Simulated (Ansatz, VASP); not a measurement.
**Two plane-wave programs on Ta2C**

Contents of POSCAR:

```
Ta2C
1.0
   -3.1101644567      0.0000000000      0.0000000000
   -1.5550822284     -2.6934814295      0.0000000000
    0.0000000000      0.0000000000     12.8845978913
Ta C
4 2
Direct
    0.3333333333      0.3333333333      0.6726353047
    0.3333333333      0.3333333333      0.2890533732
    0.6666666667      0.6666666667      0.0945285583
    0.6666666667      0.6666666667      0.4781104898
    0.0000000000      1.0000000000      0.5753728972
    0.0000000000      1.0000000000      0.1917909657
```

The input INCAR.step1:

```
ALGO     = Normal         # electronic algorithm
EDIFF    = 1E-4           # SCF threshold, eV
ENCUT    = 520            # plane-wave cutoff, eV
GGA      = PE             # functional
ISMEAR   = 0              # smearing method
LASPH    = True           # aspherical terms in the spheres
LCHARG   = False          # write CHGCAR
LREAL    = False          # projectors in reciprocal space
LWAVE    = True           # write WAVECAR
NBANDS   = 35             # bands
NELM     = 60             # most SCF steps
PREC     = Accurate       # precision mode
SIGMA    = 0.15           # smearing width, eV
```

File INCAR.step2:

```
ALGO     = Normal         # electronic algorithm
EDIFF    = 1E-7           # SCF threshold, eV
ENCUT    = 520            # plane-wave cutoff, eV
ISIF     = 2              # what is computed and relaxed
ISMEAR   = 0              # smearing method
ISTART   = 1            
LASPH    = True           # aspherical terms in the spheres
LCHARG   = True           # write CHGCAR
LELF     = True           # ELF
LMIXTAU  = True         
LREAL    = False          # projectors in reciprocal space
LVHAR    = True         
LWAVE    = False          # write WAVECAR
METAGGA  = R2SCAN         # meta-GGA
NBANDS   = 35             # bands
NELM     = 60             # most SCF steps
PREC     = Accurate       # precision mode
SIGMA    = 0.15           # smearing width, eV
```

KPOINTS

```
k-points
0
Gamma
  17 17 5
```

Input for Ansatz:

```yaml
crystal:
  lattice:
    - [-3.1101644567, 0.0, 0.0]
    - [-1.5550822284, -2.6934814295, 0.0]
    - [0.0, 0.0, 12.8845978913]
  atoms:
    - { symbol: Ta, position: [0.3333333333, 0.3333333333, 0.6726353047] }
    - { symbol: Ta, position: [0.3333333333, 0.3333333333, 0.2890533732] }
    - { symbol: Ta, position: [0.6666666667, 0.6666666667, 0.0945285583] }
    - { symbol: Ta, position: [0.6666666667, 0.6666666667, 0.4781104898] }
    - { symbol: C, position: [0.0, 1.0, 0.5753728972] }
    - { symbol: C, position: [0.0, 1.0, 0.1917909657] }
basis:
  ecutwfc: 500
kpoints:
  mp_grid: { grid: [17, 17, 5] }
hamiltonian:
  xc: r2scan
scf:
  occupations: { method: gaussian, width: 0.15 }
output:
  forces: true
  stress: true
  eigenvalues: true
```

Alike in both runs: task single point; functional r2SCAN; k mesh 17 × 17 × 5; occupations gaussian, width 0.15 eV; no spin polarisation.

|  | VASP | Ansatz |
| --- | --- | --- |
| version | VASP 6.6.1 | Ansatz 0.2.0 |
| potentials or method | VASP PAW PBE potentials, release 64 (Ta_pv, C), cutoff 520 eV | scalar-relativistic, plane waves, PAW |
| valence electrons in the cell | 52 | 60 |

Ansatz gave:

```
gap on the k mesh at the Fermi level (eV)                     : none
pressure (GPa)                                                : -5.0
traceless stress, the component that is largest in VASP (GPa) : 0.82
rms of the force components (eV/Å)                            : 0.347
```

Task: Estimate VASP's values.

Result: gap on the k mesh at the Fermi level (eV): none; pressure (GPa): -4.5; traceless stress, the component that is largest in VASP (GPa): 0.78; rms of the force components (eV/Å): 0.327.

VASP's potentials were made for PBE, not for r2SCAN. Atom by atom the forces differ by 0.023 eV/Å (rms over components). A gap of «none» marks a metal or a gap that the smearing closes. The functional is the same, so the differences come from potentials, cutoffs and numerics. VASP's potentials hold 52 valence electrons a cell and Ansatz's 60, so a difference there can come from the potentials and not from the codes.

Neither program's run includes spin-orbit coupling.
